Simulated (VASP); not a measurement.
Os, 2 atoms in the cell. The structure is hexagonal, space group P6_3/mmc (No. 194). Conventional cell: a = 2.739 Å, b = 2.739 Å, c = 4.314 Å, α = 90.00°, β = 90.00°, γ = 120.00°. Within 3.5 Å of Os (site symmetry -6m2) lie 12 Os at 2.67 to 2.74 Å. 

| Quantity | Value |
| --- | --- |
| Program | VASP 6.6.1 |
| Task | single point |
| Functional | r2SCAN |
| Potentials or basis | VASP PAW PBE potentials, release 64 (Os) |
| Cutoff | 520 eV |
| k mesh | 13 × 13 × 7 |
| Occupations | fermi-dirac, width 0.1 eV |
| Spin | no spin polarisation |
| Dipole correction | no |
| Further INCAR settings | ALGO = Normal; EDIFF = 1e-06; NBANDS = 15 |

Potentials or basis: VASP PAW PBE potentials, release 64 (Os).

Command:

```bash
$ cat potpaw_PBE.64/Os/POTCAR > POTCAR
$ cp INCAR.step1 INCAR
$ mpirun -np 1 vasp_std > vasp.out
$ cp INCAR.step2 INCAR
$ mpirun -np 1 vasp_std > vasp.out
```

Hardware: 1 thread of Intel Xeon 8259CL, with other jobs on the host.

Q: How long does it take, and how much memory?

A: Wall time 2.2 min on 1 thread of Intel Xeon 8259CL (shared host), peak memory 0.16 GiB. Counts: k points 84.
